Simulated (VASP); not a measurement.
# MnAs (P6_3/mmc) in VASP: a series of runs

Runs on MnAs. Level: PBEsol. Tasks: single point.

Program: VASP 6.6.1. These are calculated values, not measurements. Logs are shortened: lines on timing, memory, paths and dates and some standing lists are left out, and cuts for length are marked.

## 1. The cell of the first run

It takes space group P6_3/mmc (No. 194, hexagonal). Conventional cell: a = 3.466 Å, b = 3.466 Å, c = 5.222 Å, α = 90.00°, β = 90.00°, γ = 120.00°. As (site symmetry -6m2) has 6 Mn at 2.39 Å within 3.2 Å. Mn (site symmetry -3m) has 6 As at 2.39 Å and 2 Mn at 2.61 Å within 3.2 Å.

## 2. Single point, PBEsol, collinear spin, ferromagnetic start

The input, INCAR:

```
PREC = Accurate
ENCUT = 520
EDIFF = 1E-6
ISMEAR = -1
SIGMA = 0.05
LREAL = False
LASPH = True
NELM = 150
ALGO = Normal
ISIF = 2
LWAVE = False
LCHARG = False
ISPIN = 2
MAGMOM = 0 0 4 4
LORBIT = 11
LMAXMIX = 4
GGA = PS
NBANDS = 30
```

The input, KPOINTS:

```
Automatic mesh
0
Gamma
  8 8 5
```

The input, POSCAR:

```
MnAs
1.0
    3.4664517091      0.0000000000      0.0000000000
   -1.7332258545      3.0020352410      0.0000000000
    0.0000000000      0.0000000000      5.2224944621
As Mn
2 2
Direct
    0.6666666667      0.3333333333      0.7500000000
    0.3333333333      0.6666666667      0.2500000000
    0.0000000000      0.0000000000      0.5000000000
    0.0000000000      0.0000000000      0.0000000000
```

Potentials or basis: VASP PAW PBE potentials, release 64 (As, Mn_pv).

On the command line:

```bash
$ cat potpaw_PBE.64/As/POTCAR potpaw_PBE.64/Mn_pv/POTCAR > POTCAR
$ mpirun -np 1 vasp_std > vasp.out
```

OUTCAR:

```text
PREC = Accurate
   ENCUT = 520
   EDIFF = 1E-6
   ISMEAR = -1
   LREAL = False
   LASPH = True
   NELM = 150
   ISIF = 2
   ISPIN = 2
   LORBIT = 11
   GGA = PS

 ion  position               nearest neighbor table
   1  0.667  0.333  0.750-   3 2.39   4 2.39   3 2.39   4 2.39   3 2.39   4 2.39
   2  0.333  0.667  0.250-   3 2.39   4 2.39   3 2.39   4 2.39   3 2.39   4 2.39
   3  0.000  0.000  0.500-   1 2.39   2 2.39   2 2.39   1 2.39   1 2.39   2 2.39   4 2.61   4 2.61

   4  0.000  0.000  0.000-   1 2.39   2 2.39   2 2.39   1 2.39   1 2.39   2 2.39   3 2.61   3 2.61

  LATTYP: Found a hexagonal cell.
 ALAT       =     3.4664517091
 C/A-ratio  =     1.5065822058

  Lattice vectors:

 A1 = (   3.4664517091,   0.0000000000,   0.0000000000)
 A2 = (  -1.7332258545,   3.0020352410,   0.0000000000)
 A3 = (   0.0000000000,   0.0000000000,   5.2224944621)

Analysis of symmetry for initial positions (statically):
=====================================================================
 Subroutine PRICEL returns:
 Original cell was already a primitive cell.

 Routine SETGRP: Setting up the symmetry group for a
 hexagonal supercell.

 Subroutine GETGRP returns: Found 24 space group operations
 (whereof 12 operations were pure point group operations)
 out of a pool of 24 trial point group operations.

The static configuration has the point symmetry D_3d.
 The point group associated with its full space group is D_6h.

Analysis of symmetry for dynamics (positions and initial velocities):
=====================================================================
 Subroutine PRICEL returns:
 Original cell was already a primitive cell.

 Routine SETGRP: Setting up the symmetry group for a
 hexagonal supercell.

 Subroutine GETGRP returns: Found 24 space group operations
 (whereof 12 operations were pure point group operations)
 out of a pool of 24 trial point group operations.

The dynamic configuration has the point symmetry D_3d.
 The point group associated with its full space group is D_6h.

Analysis of structural, dynamic, and magnetic symmetry:
=====================================================================
 Subroutine PRICEL returns:
 Original cell was already a primitive cell.

 Routine SETGRP: Setting up the symmetry group for a
 hexagonal supercell.

 Subroutine GETGRP returns: Found 24 space group operations
 (whereof 12 operations were pure point group operations)
 out of a pool of 24 trial point group operations.

The overall configuration has the point symmetry D_3d.
 The point group associated with its full space group is D_6h.
[... 125 lines left out ...]
  Fermi-wavevector in a.u.,A,eV,Ry     =   1.427083  2.696797 27.709177  2.036567
  Thomas-Fermi vector in A             =   2.547291
   LORBIT       =     11    0 simple, 1 ext, 2 COOP (PROOUT), +10 PAW based schemes
   GGA     = PS    functional components
   LHFCALC =     F    Hartree Fock is set to
   AEXX    =    0.0000 exact exchange contribution
   IVDW    =     0    specifies the selected vdW correction
   LEPSILON=     F    determine dielectric tensor
   LRPA    =     F    only Hartree local field effects (RPA)
 spin polarized calculation
  energy-cutoff  :      520.00
  volume of cell :       54.35
 maximum number of plane-waves:      1495
 NGX is ok and might be reduce to    28
   NGX = 13   NGY = 13   NGZ = 19

 number of electron      35.9999977 magnetization       3.9916803

 Free energy of the ion-electron system (eV)
  ---------------------------------------------------
  ext. energy  EPLUGINS =         0.00000000
  ---------------------------------------------------
  free energy    TOTEN  =       -30.40248505 eV

  energy without entropy =      -30.37517708  energy(sigma->0) =      -30.38883106

 E-fermi :   9.1171     XC(G=0): -12.4313

 val. band max:        9.1061926005   @ k =   0.3750   0.2500   0.4000
 cond. band min:       9.1340546492   @ k =   0.3750   0.1250   0.2000
 fundamental gap:      0.0278620486
 Fermi energy:         9.1170657868

 spin component 1

 k-point     1 :       0.0000    0.0000    0.0000
  band No.  band energies     occupation
      1     -39.9021      1.00000
      2     -39.9021      1.00000
      3     -39.8972      1.00000
      4     -39.8746      1.00000
      5     -39.8746      1.00000
      6     -39.6415      1.00000
[... 781 lines left out ...]
     29      19.8370      0.00000
     30      22.0450      0.00000

 [... further k-points ...]

 spin component 2

 k-point     1 :       0.0000    0.0000    0.0000
  band No.  band energies     occupation
      1     -37.9405      1.00000
      2     -37.7234      1.00000
      3     -37.7234      1.00000
      4     -37.6927      1.00000
      5     -37.6927      1.00000
      6     -37.6608      1.00000
[... 781 lines left out ...]
     29      20.2231      0.00000
     30      22.3973      0.00000

 [... further k-points ...]
[... 5 lines left out ...]
  --------------------------------------------------------------------------------------
  -------------------------------------------------------------------------------------
  Total        3.5275208      3.5275208      3.5373212      0.0000000      0.0000000      0.0000000
  in kB      103.9923124    103.9923124    104.2812317      0.0000000      0.0000000      0.0000000
  external PRESSURE =     104.0886189 kB  Pullay stress =       0.0000000 kB

 VOLUME and BASIS-vectors are now :
 -----------------------------------------------------------------------------
  energy-cutoff  :      520.00
  volume of cell :       54.35
      direct lattice vectors                 reciprocal lattice vectors
     3.466451709  0.000000000  0.000000000     0.288479426  0.166553674  0.000000000
    -1.733225855  3.002035241  0.000000000     0.000000000  0.333107349  0.000000000
     0.000000000  0.000000000  5.222494462     0.000000000  0.000000000  0.191479380

 POSITION                                       TOTAL-FORCE (eV/Angst)
 -----------------------------------------------------------------------------------
      1.73323      1.00068      3.91687         0.000000      0.000000      0.000000
     -0.00000      2.00136      1.30562        -0.000000     -0.000000      0.000000
      0.00000      0.00000      2.61125        -0.000000      0.000000      0.000000
      0.00000      0.00000      0.00000        -0.000000      0.000000      0.000000
 -----------------------------------------------------------------------------------
    total drift:                               -0.000000      0.000000     -0.000000

  FREE ENERGIE OF THE ION-ELECTRON SYSTEM (eV)
  ---------------------------------------------------
  free  energy   TOTEN  =       -30.4024850455 eV

  energy  without entropy=      -30.3751770758  energy(sigma->0) =      -30.38883106

 total charge

# of ion       s       p       d       tot
------------------------------------------
    1        1.207   1.605   0.101   2.913
    2        1.207   1.605   0.101   2.913
    3        0.334   6.349   5.301  11.984
    4        0.334   6.349   5.301  11.984
--------------------------------------------------
tot          3.082  15.908  10.804  29.794

 magnetization (x)

# of ion       s       p       d       tot
------------------------------------------
    1       -0.007  -0.073   0.005  -0.075
    2       -0.007  -0.073   0.005  -0.075
    3        0.023   0.021   1.996   2.039
    4        0.023   0.021   1.996   2.039
--------------------------------------------------
tot          0.032  -0.105   4.001   3.928
```

Wall time 98 s (1 thread of Intel Xeon Platinum 8259CL at 2.50GHz (Skylake/Cascade Lake), shared host); peak memory 0.24 GiB.

Results:

```
Free energy                                           : -30.4025 eV
Pressure                                              : 10.4 GPa
Band gap on the k mesh                                : zero (filled and empty bands overlap)
Net moment                                            : 3.99 μB per cell
Site moments                                          : As -0.07; Mn +2.04 μB
Valence electrons inside the program's atomic spheres : As 2.91; Mn 11.98
```

Caveat: the PAW data sets were made with another functional, which shifts forces and pressure a little; only a ferromagnetic start was run, and an antiferromagnetic order may lie lower in energy.

## 3. Single point, PBEsol, collinear spin, ferromagnetic start

This run uses another cell than the first one, of 14.08 Å³/atom, 1.036 times its volume.

The input, INCAR:

```
SYSTEM = MnAs
  PREC = Accurate
  ENCUT = 520
  EDIFF = 1E-7
  ISMEAR = -1
  SIGMA = 0.05
  LREAL = .False.
  LASPH = .True.
  NELM = 150
  ALGO = Normal
  ISIF = 2
  LWAVE = .False.
  LCHARG = .False.
  ISPIN = 2
  MAGMOM = 0 0 4 4
  LORBIT = 11
  LMAXMIX = 4
  GGA = PS
  NBANDS = 30
```

The input, KPOINTS:

```
Automatic mesh
0
Gamma
  8 8 5
  0 0 0
```

The input, POSCAR:

```
MnAs
1.0
    3.5140243734      0.0000000000      0.0000000000
   -1.7570121867      3.0432343769      0.0000000000
    0.0000000000      0.0000000000      5.2674123279
As Mn
2 2
Direct
    0.6666666667      0.3333333333      0.7500000000
    0.3333333333      0.6666666667      0.2500000000
    0.0000000000      0.0000000000      0.5000000000
    0.0000000000      0.0000000000      0.0000000000
```

Potentials or basis: VASP PAW PBE potentials, release 64 (As, Mn_pv).

On the command line:

```bash
$ cat potpaw_PBE.64/As/POTCAR potpaw_PBE.64/Mn_pv/POTCAR > POTCAR
$ mpirun -np 1 vasp_std > vasp.out
```

It took 1.8 min on 1 thread of Intel Xeon Platinum 8259CL at 2.50GHz (Skylake/Cascade Lake), shared host; peak memory 0.24 GiB.

The run converged. Its results:

```yaml
Free_energy: -30.4989 eV
Pressure: 5.4 GPa
Net_moment: 4.37 μB per cell
Site_moments: As -0.08; Mn +2.23 μB
Valence_electrons_inside_the_program's_atomic_spheres: As 2.88; Mn 11.91
```

Levels at points of the mesh, in eV from the Fermi level:
Spin up:
| k point | band 18 | band 19 | band 20 | band 21 | band 22 | band 23 |
| --- | --- | --- | --- | --- | --- | --- |
| (0.00, 0.00, 0.00) | -1.15 | 0.69 | 0.87 | 0.87 | 2.24 | 4.07 |
| (0.50, 0.00, 0.00) | -1.63 | -1.54 | -1.20 | -0.96 | 0.65 | 2.25 |
Spin down:
```tsv
k point	band 13	band 14	band 15	band 16	band 17	band 18	band 19	band 20
(0.00, 0.00, 0.00)	-0.93	-0.93	-0.54	-0.54	0.92	0.92	0.99	0.99
(0.50, 0.00, 0.00)	-3.50	-2.32	-2.26	0.30	0.31	0.35	0.42	1.09
```

Caveat: the PAW data sets were made with another functional, which shifts forces and pressure a little; only a ferromagnetic start was run, and an antiferromagnetic order may lie lower in energy.

(Part 1 of 2 ends here.)
